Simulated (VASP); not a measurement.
# Ta3F2 (R-3c) in VASP: single point with PBE

Aim: the single point of Ta3F2 with PBE.

All numbers are computed with VASP 6.6.1; they aren't measurements. Logs are shortened: lines on timing, memory, paths and dates and some standing lists are left out, and cuts for length are marked.

## Step 1: The cell of the first run

The structure is trigonal, space group R-3c (No. 167). Conventional cell: a = 5.927 Å, b = 5.927 Å, c = 15.131 Å, α = 90.00°, β = 90.00°, γ = 120.00°. Ta (site symmetry 2) has 2 F at 2.18 Å and 2 Ta at 2.80 Å within 2.9 Å. Within 2.9 Å of F (site symmetry 3) lie 3 Ta at 2.18 Å and 1 F at 2.33 Å.

## Step 2: Single point, PBE

File INCAR:

```
SYSTEM = Ta3F2
PREC     = Accurate       ! precision mode
ENCUT    = 520            ! plane-wave cutoff, eV
EDIFF    = 1E-6           ! SCF threshold, eV
ISMEAR   = 0              ! smearing method
SIGMA    = 0.1            ! smearing width, eV
LREAL    = .FALSE.        ! projectors in reciprocal space
LASPH    = .TRUE.         ! aspherical terms in the spheres
NELM     = 100            ! most SCF steps
ALGO     = Normal         ! electronic algorithm
ISIF     = 2              ! what is computed and relaxed
LWAVE    = .FALSE.        ! write WAVECAR
LCHARG   = .FALSE.        ! write CHGCAR
GGA      = PE             ! functional
NBANDS   = 58             ! bands
```

File KPOINTS:

```
regular mesh
0
G
  6 6 6
  0 0 0
```

File POSCAR:

```
Ta3F2
1.0
    2.9637317824      1.7111113424      5.0436539357
   -2.9637317824      1.7111113424      5.0436539357
    0.0000000000     -3.4222226848      5.0436539357
Ta F
6 4
Direct
    0.0230874187      0.4769125813      0.7500000000
    0.7500000000      0.0230874187      0.4769125813
    0.4769125813      0.7500000000      0.0230874187
    0.9769125813      0.5230874187      0.2500000000
    0.2500000000      0.9769125813      0.5230874187
    0.5230874187      0.2500000000      0.9769125813
    0.9231704297      0.9231704297      0.9231704297
    0.5768295703      0.5768295703      0.5768295703
    0.0768295703      0.0768295703      0.0768295703
    0.4231704297      0.4231704297      0.4231704297
```

Potentials or basis: VASP PAW PBE potentials, release 64 (Ta_pv, F).

Command:

```sh
$ cat potpaw_PBE.64/Ta_pv/POTCAR potpaw_PBE.64/F/POTCAR > POTCAR
$ mpirun -np 1 vasp_std > vasp.out
```

OUTCAR:

```text
SYSTEM = Ta3F2
   PREC = Accurate
   ENCUT = 520
   EDIFF = 1E-6
   ISMEAR = 0
   LREAL = .FALSE.
   LASPH = .TRUE.
   NELM = 100
   ISIF = 2
   GGA = PE

 ion  position               nearest neighbor table
   1  0.023  0.477  0.750-   9 2.18  10 2.18   2 2.80   3 2.80   4 3.06   4 3.06   5 3.33   6 3.33
                             5 3.33   6 3.33
   2  0.750  0.023  0.477-  10 2.18   9 2.18   1 2.80   3 2.80   5 3.06   5 3.06   4 3.33   6 3.33
                             6 3.33   4 3.33
   3  0.477  0.750  0.023-   9 2.18  10 2.18   1 2.80   2 2.80   6 3.06   6 3.06   4 3.33   5 3.33
                             5 3.33   4 3.33
   4  0.977  0.523  0.250-   7 2.18   8 2.18   6 2.80   5 2.80   1 3.06   1 3.06   2 3.33   3 3.33
                             3 3.33   2 3.33
   5  0.250  0.977  0.523-   8 2.18   7 2.18   4 2.80   6 2.80   2 3.06   2 3.06   1 3.33   3 3.33
                             3 3.33   1 3.33
   6  0.523  0.250  0.977-   7 2.18   8 2.18   4 2.80   5 2.80   3 3.06   3 3.06   1 3.33   2 3.33
                             2 3.33   1 3.33
   7  0.923  0.923  0.923-   6 2.18   4 2.18   5 2.18
   8  0.577  0.577  0.577-   5 2.18   4 2.18   6 2.18
   9  0.077  0.077  0.077-   3 2.18   1 2.18   2 2.18
  10  0.423  0.423  0.423-   2 2.18   1 2.18   3 2.18

  LATTYP: Found a trigonal (rhomboedric) cell.
 ALAT       =     6.0950843413
 COS(alpha) =     0.5271228255

  Lattice vectors:

 A1 = (   2.9637317824,   1.7111113424,   5.0436539357)
 A2 = (  -2.9637317824,   1.7111113424,   5.0436539357)
 A3 = (   0.0000000000,  -3.4222226848,   5.0436539357)

Analysis of symmetry for initial positions (statically):
=====================================================================
 Subroutine PRICEL returns:
 Original cell was already a primitive cell.

 Routine SETGRP: Setting up the symmetry group for a
 trigonal (rhombohedral) supercell.

 Subroutine GETGRP returns: Found 12 space group operations
 (whereof  6 operations were pure point group operations)
 out of a pool of 12 trial point group operations.

The static configuration has the point symmetry S_6 .
 The point group associated with its full space group is D_3d.

Analysis of symmetry for dynamics (positions and initial velocities):
=====================================================================
 Subroutine PRICEL returns:
 Original cell was already a primitive cell.

 Routine SETGRP: Setting up the symmetry group for a
 trigonal (rhombohedral) supercell.

 Subroutine GETGRP returns: Found 12 space group operations
 (whereof  6 operations were pure point group operations)
 out of a pool of 12 trial point group operations.

The dynamic configuration has the point symmetry S_6 .
 The point group associated with its full space group is D_3d.

 Subroutine INISYM returns: Found 12 space group operations
 (whereof  6 operations are pure point group operations),
 and found     1 'primitive' translations

----------------------------------------------------------------------------------------

                                     Primitive cell

  volume of cell :     153.4665

  direct lattice vectors                    reciprocal lattice vectors
     2.963731782  1.711111342  5.043653936     0.168706225  0.097402584  0.066089652
    -2.963731782  1.711111342  5.043653936    -0.168706225  0.097402584  0.066089652
     0.000000000 -3.422222685  5.043653936     0.000000000 -0.194805168  0.066089652

  length of vectors
     6.095084341  6.095084341  6.095084341     0.205710709  0.205710709  0.205710709

  position of ions in fractional coordinates (direct lattice)
     0.023087419  0.476912581  0.750000000
     0.750000000  0.023087419  0.476912581
     0.476912581  0.750000000  0.023087419
     0.976912581  0.523087419  0.250000000
     0.250000000  0.976912581  0.523087419
     0.523087419  0.250000000  0.976912581
     0.923170430  0.923170430  0.923170430
     0.576829570  0.576829570  0.576829570
     0.076829570  0.076829570  0.076829570
     0.423170430  0.423170430  0.423170430

  ion indices of the primitive-cell ions
   primitive index   ion index
                 1           1
                 2           2
                 3           3
                 4           4
                 5           5
                 6           6
                 7           7
                 8           8
                 9           9
                10          10

----------------------------------------------------------------------------------------

 KPOINTS: regular mesh

Automatic generation of k-mesh.
 Grid dimensions read from file:
 generate k-points for:    6    6    6

 Generating k-lattice:

  Cartesian coordinates                     Fractional coordinates (reciprocal lattice)
     0.028117704  0.016233764  0.011014942     0.166666667  0.000000000 -0.000000000
    -0.028117704  0.016233764  0.011014942     0.000000000  0.166666667 -0.000000000
     0.000000000 -0.032467528  0.011014942    -0.000000000 -0.000000000  0.166666667

  Length of vectors
     0.034285118  0.034285118  0.034285118

  Shift w.r.t. Gamma in fractional coordinates (k-lattice)
     0.000000000  0.000000000  0.000000000

 Subroutine IBZKPT returns following result:
 ===========================================

 Found     32 irreducible k-points:

 Following reciprocal coordinates:
            Coordinates               Weight
  0.000000  0.000000  0.000000      1.000000
  0.166667  0.000000 -0.000000      6.000000
  0.333333 -0.000000  0.000000      6.000000
  0.500000  0.000000  0.000000      3.000000
  0.166667  0.166667 -0.000000      6.000000
  0.333333  0.166667  0.000000     12.000000
[... 16 lines left out ...]
  0.500000  0.500000  0.166667      6.000000
 -0.333333  0.500000  0.166667     12.000000
 [... further k-points ...]
   k-points           NKPTS =     32   k-points in BZ     NKDIM =     32   number of bands    NBANDS=     58
   number of dos      NEDOS =    301   number of ions     NIONS =     10
   total plane-waves  NPLWV = 110592
   dimension x,y,z NGX =    48 NGY =   48 NGZ =   48
   dimension x,y,z NGXF=    96 NGYF=   96 NGZF=   96
   ions per type =               6   4
   NGX,Y,Z   is equivalent  to a cutoff of  13.09, 13.09, 13.09 a.u.
   NGXF,Y,Z  is equivalent  to a cutoff of  26.18, 26.18, 26.18 a.u.
 SYSTEM =  Ta3F2
   PREC   = accura    normal or accurate (medium, high low for compatibility)
   ISTART =      0    job   : 0-new  1-cont  2-samecut
   ICHARG =      2    charge: 1-file 2-atom 10-const
   ISPIN  =      1    spin polarized calculation?
   LNONCOLLINEAR =      F non collinear calculations
   LSORBIT =      F    spin-orbit coupling
   LASPH  =      T    aspherical Exc in radial PAW
   ENCUT  =  520.0 eV  38.22 Ry    6.18 a.u.  11.33 11.33 11.33*2*pi/ulx,y,z
   NELM   =    100;   NELMIN=  2; NELMDL= -5     # of ELM steps
   EDIFF  = 0.1E-05   stopping-criterion for ELM
   LREAL  =      F    real-space projection
   EDIFFG = 0.1E-04   stopping-criterion for IOM
   NSW    =      0    number of steps for IOM
   IBRION =     -1    ionic relax: 0-MD 1-quasi-New 2-CG
   NFREE  =      0    steps in history (QN), initial steepest desc. (CG)
   ISIF   =      2    stress and relaxation
   ISYM   =      2    0-nonsym 1-usesym 2-fastsym
   POTIM  = 0.5000    time-step for ionic-motion
   TEBEG  =    0.0;   TEEND  =   0.0 temperature during run
   PSTRESS=    0.0 pullay stress
   NELECT =      94.0000    total number of electrons
   NUPDOWN=      -1.0000    fix difference up-down
   EMIN   =  10.00;   EMAX   =-10.00  energy-range for DOS
   EFERMI =   0.00;   METHOD = LEGACY
   ISMEAR =     0;   SIGMA  =   0.10  broadening in eV -4-tet -1-fermi 0-gaus
   EFERMI_NEDOS =   21; number of points for ismear=-14 and -15
   IALGO  =     38    algorithm
   IMIX   =      4    mixing-type and parameters
     AMIX     =   0.40;   BMIX     =  1.00
     AMIX_MAG =   1.60;   BMIX_MAG =  1.00
  volume/ion in A,a.u.               =      15.35       103.56
  Fermi-wavevector in a.u.,A,eV,Ry     =   1.390314  2.627312 26.299693  1.932973
  Thomas-Fermi vector in A             =   2.514261
   LORBIT       =      0    0 simple, 1 ext, 2 COOP (PROOUT), +10 PAW based schemes
   GGA     = PE    functional components
   LHFCALC =     F    Hartree Fock is set to
   AEXX    =    0.0000 exact exchange contribution
   IVDW    =     0    specifies the selected vdW correction
   LEPSILON=     F    determine dielectric tensor
   LRPA    =     F    only Hartree local field effects (RPA)
 non-spin polarized calculation
 Gauss-broadening in eV      SIGMA  =   0.10
  energy-cutoff  :      520.00
  volume of cell :      153.47
 maximum number of plane-waves:      4176
 NGX is ok and might be reduce to    48
   NGX = 23   NGY = 23   NGZ = 23

 number of electron      93.9999991 magnetization

 Free energy of the ion-electron system (eV)
  ---------------------------------------------------
  ext. energy  EPLUGINS =         0.00000000
  ---------------------------------------------------
  free energy    TOTEN  =       -83.39035104 eV

  energy without entropy =      -83.36851889  energy(sigma->0) =      -83.37943497

 E-fermi :   5.0120     XC(G=0): -11.8094

 val. band max:        4.9901391105   @ k =   0.5000   0.5000   0.1667
 cond. band min:       5.0274317318   @ k =   0.5000   0.3333   0.0000
 fundamental gap:      0.0372926213
 Fermi energy:         5.0119784604

 k-point     1 :       0.0000    0.0000    0.0000
  band No.  band energies     occupation
      1     -30.0146      2.00000
      2     -29.9277      2.00000
      3     -29.8524      2.00000
      4     -29.8524      2.00000
      5     -29.8455      2.00000
      6     -29.8455      2.00000
[... 50 lines left out ...]
     57       7.5224      0.00000
     58       8.1803      0.00000

 k-point     2 :       0.1667    0.0000   -0.0000
  band No.  band energies     occupation
      1     -30.0017      2.00000
      2     -29.9381      2.00000
      3     -29.8806      2.00000
      4     -29.8748      2.00000
      5     -29.8344      2.00000
      6     -29.8186      2.00000
[... 50 lines left out ...]
     57       7.5924      0.00000
     58       7.7703      0.00000
[... 1279 lines left out ...]
     57       7.4601      0.00000
     58       7.6420      0.00000

 k-point    24 :      -0.3333    0.5000    0.1667
  band No.  band energies     occupation
      1     -29.9636      2.00000
      2     -29.9222      2.00000
      3     -29.8777      2.00000
      4     -29.8643      2.00000
      5     -29.8452      2.00000
      6     -29.8181      2.00000
[... 50 lines left out ...]
     57       7.6632      0.00000
     58       7.6991      0.00000

 [... further k-points ...]
[... 5 lines left out ...]
  --------------------------------------------------------------------------------------
  -------------------------------------------------------------------------------------
  Total        0.1061958      0.1061958     -0.2286499      0.0000000      0.0000000      0.0000000
  in kB        1.1086744      1.1086744     -2.3870853      0.0000000      0.0000000      0.0000000
  external PRESSURE =      -0.0565788 kB  Pullay stress =       0.0000000 kB

 VOLUME and BASIS-vectors are now :
 -----------------------------------------------------------------------------
  energy-cutoff  :      520.00
  volume of cell :      153.47
      direct lattice vectors                 reciprocal lattice vectors
     2.963731782  1.711111342  5.043653936     0.168706225  0.097402584  0.066089652
    -2.963731782  1.711111342  5.043653936    -0.168706225  0.097402584  0.066089652
     0.000000000 -3.422222685  5.043653936     0.000000000 -0.194805168  0.066089652

 POSITION                                       TOTAL-FORCE (eV/Angst)
 -----------------------------------------------------------------------------------
     -1.34502     -1.71111      6.30457        -0.046326     -0.000000      0.000000
      2.15437     -0.30926      6.30457         0.023163     -0.040119      0.000000
     -0.80936      2.02037      6.30457         0.023163      0.040119      0.000000
      1.34502      1.71111      8.82639         0.046326      0.000000      0.000000
     -2.15437      0.30926      8.82639        -0.023163      0.040119      0.000000
      0.80936     -2.02037      8.82639        -0.023163     -0.040119      0.000000
      0.00000      0.00000     13.96846        -0.000000      0.000000     -0.003702
      0.00000      0.00000      8.72799        -0.000000      0.000000      0.003702
      0.00000      0.00000      1.16251        -0.000000     -0.000000      0.003702
      0.00000      0.00000      6.40298        -0.000000      0.000000     -0.003702
 -----------------------------------------------------------------------------------
    total drift:                                0.000000     -0.000000      0.000000

  FREE ENERGIE OF THE ION-ELECTRON SYSTEM (eV)
  ---------------------------------------------------
  free  energy   TOTEN  =       -83.3903510435 eV

  energy  without entropy=      -83.3685188914  energy(sigma->0) =      -83.37943497
```

Wall time 10 min (1 thread of Intel Xeon 8259CL, shared host); peak memory 0.44 GiB.

Results:

* Free energy: -83.3904 eV
* Pressure: 0.0 GPa
* Largest force: 0.046 eV/Å
* Band gap on the k mesh: zero (band 47 reaches 5.40 eV, above the bottom of band 48 at 4.71 eV)

Forces in eV/Å, atoms in the order of the input:
```
Ta  -0.046  0.000  0.000
Ta   0.023 -0.040  0.000
Ta   0.023  0.040  0.000
Ta   0.046  0.000  0.000
Ta  -0.023  0.040  0.000
Ta  -0.023 -0.040  0.000
F    0.000  0.000 -0.004
F    0.000  0.000  0.004
F    0.000  0.000  0.004
F    0.000  0.000 -0.004
```

Stress tensor (GPa, compression positive):
```
 0.11  0.00  0.00
 0.00  0.11  0.00
 0.00  0.00 -0.24
```

Caveat: spin-orbit coupling is left out, which moves the levels of the heavy elements.
